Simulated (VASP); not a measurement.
# AlN (P6_3/mmc) in VASP: further runs, part 2 of 2

VASP 6.6.1.

## Step 3: Relaxation of cell and atoms, PBEsol

This run uses another cell than the first one, of 9.95 Å³/atom.

Input file INCAR:

```
SYSTEM = AlN
PREC     = Accurate       ! precision mode
ENCUT    = 600            ! plane-wave cutoff, eV
EDIFF    = 1E-6           ! SCF threshold, eV
ISMEAR   = 0              ! smearing method
SIGMA    = 0.02           ! smearing width, eV
LREAL    = .False.        ! projectors in reciprocal space
LASPH    = .True.         ! aspherical terms in the spheres
NELM     = 60             ! most SCF steps
ALGO     = Normal         ! electronic algorithm
ISIF     = 3              ! what is computed and relaxed
LWAVE    = .False.        ! write WAVECAR
LCHARG   = .False.        ! write CHGCAR
GGA      = PS             ! functional
IBRION   = 2              ! ionic algorithm
NSW      = 100            ! ionic steps
EDIFFG   = -0.005         ! ionic threshold
```

Input file KPOINTS:

```
Automatic mesh
0
Gamma
  9 9 6
  0 0 0
```

Input file POSCAR:

```
AlN
1.0
    3.3121157418      0.0000000000      0.0000000000
   -1.6560578709      2.8683763727      0.0000000000
    0.0000000000      0.0000000000      4.1875630000
Al N
2 2
Direct
    0.3333333300      0.6666666700      0.7500000000
    0.6666666700      0.3333333300      0.2500000000
    0.3333333300      0.6666666700      0.2500000000
    0.6666666700      0.3333333300      0.7500000000
```

Potentials or basis: VASP PAW PBE potentials, release 64 (Al, N).

Run with:

```console
$ cat potpaw_PBE.64/Al/POTCAR potpaw_PBE.64/N/POTCAR > POTCAR
$ mpirun -np 1 vasp_std > vasp.out
```

OUTCAR:

```text
SYSTEM = AlN
   PREC = Accurate
   ENCUT = 600
   EDIFF = 1E-6
   ISMEAR = 0
   LREAL = .False.
   LASPH = .True.
   NELM = 60
   ISIF = 3
   GGA = PS
   IBRION = 2
   NSW = 100
   EDIFFG = -0.005

 ion  position               nearest neighbor table
   1  0.333  0.667  0.750-   4 1.91   4 1.91   4 1.91   3 2.09   3 2.09   2 2.84   2 2.84   2 2.84
                             2 2.84   2 2.84   2 2.84
   2  0.667  0.333  0.250-   3 1.91   3 1.91   3 1.91   4 2.09   4 2.09   1 2.84   1 2.84   1 2.84
                             1 2.84   1 2.84   1 2.84
   3  0.333  0.667  0.250-   2 1.91   2 1.91   2 1.91   1 2.09   1 2.09
   4  0.667  0.333  0.750-   1 1.91   1 1.91   1 1.91   2 2.09   2 2.09

  LATTYP: Found a hexagonal cell.
 ALAT       =     3.3121157418
 C/A-ratio  =     1.2643166261

  Lattice vectors:

 A1 = (   3.3121157418,   0.0000000000,   0.0000000000)
 A2 = (  -1.6560578709,   2.8683763727,   0.0000000000)
 A3 = (   0.0000000000,   0.0000000000,   4.1875630000)

Analysis of symmetry for initial positions (statically):
=====================================================================
 Subroutine PRICEL returns:
 Original cell was already a primitive cell.

 Routine SETGRP: Setting up the symmetry group for a
 hexagonal supercell.

 Subroutine GETGRP returns: Found 24 space group operations
 (whereof 12 operations were pure point group operations)
 out of a pool of 24 trial point group operations.

[... 437 lines left out ...]

 Free energy of the ion-electron system (eV)
  ---------------------------------------------------
  ext. energy  EPLUGINS =         0.00000000
  ---------------------------------------------------
  free energy    TOTEN  =       -30.95023702 eV

  energy without entropy =      -30.95023702  energy(sigma->0) =      -30.95023702

 E-fermi :   8.2065     XC(G=0): -11.4343

 val. band max:        8.0354320189   @ k =   0.0000   0.0000   0.0000
 cond. band min:      11.3808926674   @ k =   0.0000   0.0000   0.0000
 fundamental gap:      3.3454606485
 Fermi energy:         8.2065194950

 k-point     1 :       0.0000    0.0000    0.0000
  band No.  band energies     occupation
      1      -8.8491      2.00000
      2      -5.0384      2.00000
      3       1.0465      2.00000
      4       4.7035      2.00000
      5       4.7035      2.00000
      6       6.4323      2.00000
      7       6.4323      2.00000
      8       8.0354      2.00000
      9      11.3809      0.00000
     10      12.5220      0.00000
     11      16.2534      0.00000
     12      16.2534      0.00000
[... 331 lines left out ...]
 k-point    24 :       0.3333    0.3333    0.1667
  band No.  band energies     occupation
      1      -6.1751      2.00000
      2      -6.1751      2.00000
      3       1.3725      2.00000
      4       2.4220      2.00000
      5       2.4220      2.00000
      6       5.0259      2.00000
      7       5.4366      2.00000
      8       5.4366      2.00000
      9      13.7290      0.00000
     10      14.2211      0.00000
     11      16.9625      0.00000
     12      16.9625      0.00000

 [... further k-points ...]

------------------------ aborting loop because EDIFF is reached ----------------------------------------

  FORCE on cell =-STRESS in cart. coord.  units (eV):
  Direction    XX          YY          ZZ          XY          YZ          ZX
  --------------------------------------------------------------------------------------
  -------------------------------------------------------------------------------------
  Total        0.0003354      0.0003354     -0.0001185      0.0000000      0.0000000     -0.0000000
  in kB        0.0137585      0.0137585     -0.0048601      0.0000000      0.0000000     -0.0000000
  external PRESSURE =       0.0075523 kB  Pullay stress =       0.0000000 kB
[... 19 lines left out ...]
  FREE ENERGIE OF THE ION-ELECTRON SYSTEM (eV)
  ---------------------------------------------------
  free  energy   TOTEN  =       -30.9502370167 eV

  energy  without entropy=      -30.9502370167  energy(sigma->0) =      -30.95023702

 reached required accuracy - stopping structural energy minimisation
```

OSZICAR:

```text
N       E                     dE             d eps       ncg     rms          rms(c)
DAV:   1     0.553635717346E+02    0.55364E+02   -0.83053E+03  1152   0.135E+03
DAV:   2    -0.308403401688E+02   -0.86204E+02   -0.77942E+02  1664   0.245E+02
DAV:   3    -0.350991628454E+02   -0.42588E+01   -0.42394E+01  1496   0.600E+01
DAV:   4    -0.351380091913E+02   -0.38846E-01   -0.38823E-01  1368   0.627E+00
[... 46 lines left out ...]
DAV:   3    -0.309502311071E+02    0.69396E-06   -0.60477E-06  1364   0.235E-02
   7 F= -.30950231E+02 E0= -.30950231E+02  d E =0.142942E-05
       N       E                     dE             d eps       ncg     rms          rms(c)
DAV:   1    -0.309502465083E+02   -0.14707E-04   -0.21701E-04  1280   0.144E-01    0.210E-02
DAV:   2    -0.309502370134E+02    0.94949E-05   -0.31529E-05  1276   0.454E-02    0.524E-03
DAV:   3    -0.309502370167E+02   -0.33897E-08   -0.14898E-06   892   0.122E-02
   8 F= -.30950237E+02 E0= -.30950237E+02  d E =-.448023E-05
```

CONTCAR:

```text
AlN
   1.00000000000000
     3.3008835950309217    0.0000000000000000   -0.0000000000000000
    -1.6504417975154608    2.8586490482586666    0.0000000000000000
     0.0000000000000000   -0.0000000000000000    4.1386903620613040
  Al              N
     2     2
Direct
     0.3333333300000021    0.6666666699999979    0.7500000000000000
     0.6666666699999979    0.3333333300000021    0.2500000000000000
     0.3333333300000021    0.6666666699999979    0.2500000000000000
     0.6666666699999979    0.3333333300000021    0.7500000000000000

  0.00000000E+00  0.00000000E+00  0.00000000E+00
  0.00000000E+00  0.00000000E+00  0.00000000E+00
  0.00000000E+00  0.00000000E+00  0.00000000E+00
  0.00000000E+00  0.00000000E+00  0.00000000E+00
```

It took 2.7 min on 1 thread of Intel Xeon 8259CL, shared host; peak memory 0.18 GiB.

What came out:

```
Free energy                           : -30.9502 eV
Relaxed volume                        : 9.76 Å³/atom
Relaxed cell                          : a = 3.301 Å, b = 3.301 Å, c = 4.139 Å, α = 90.00°, β = 90.00°, γ = 120.00°
Space group after relaxing (to 0.1 Å) : P6_3/mmc (No. 194)
Energy gained by relaxing             : 2.3 meV/atom
Ionic steps                           : 8
Pressure after relaxing               : 0.0 GPa
Band gap on the k mesh                : 3.35 eV
```

The path:
| step | energy change (eV) | largest force (eV/Å) | pressure (GPa) | volume (Å³) |
| --- | --- | --- | --- | --- |
| 1 | 0.0000 | 0.0000 | -3.71 | 39.78 |
| 2 | -0.0021 | 0.0000 | 3.49 | 38.47 |
| 3 | -0.0084 | 0.0000 | 0.05 | 39.08 |
| 4 | -0.0084 | 0.0000 | 0.13 | 39.06 |
| 5 | -0.0090 | 0.0000 | 0.11 | 39.05 |
| 6 | -0.0091 | 0.0000 | 0.10 | 39.04 |
| 7 | -0.0091 | 0.0000 | -0.11 | 39.07 |
| 8 | -0.0091 | 0.0000 | 0.00 | 39.05 |

Final structure:
```cif
data_structure
_symmetry_space_group_name_H-M 'P 1'
_symmetry_Int_Tables_number 1
_cell_length_a 3.3009
_cell_length_b 3.3009
_cell_length_c 4.1387
_cell_angle_alpha 90.000
_cell_angle_beta 90.000
_cell_angle_gamma 120.000
_cell_volume 39.05
loop_
_atom_site_label
_atom_site_type_symbol
_atom_site_fract_x
_atom_site_fract_y
_atom_site_fract_z
_atom_site_occupancy
Al1 Al 0.33333 0.66667 0.75000 1
Al2 Al 0.66667 0.33333 0.25000 1
N1 N 0.33333 0.66667 0.25000 1
N2 N 0.66667 0.33333 0.75000 1
```

Caveat: the PAW data sets were made with another functional, which shifts forces and pressure a little.
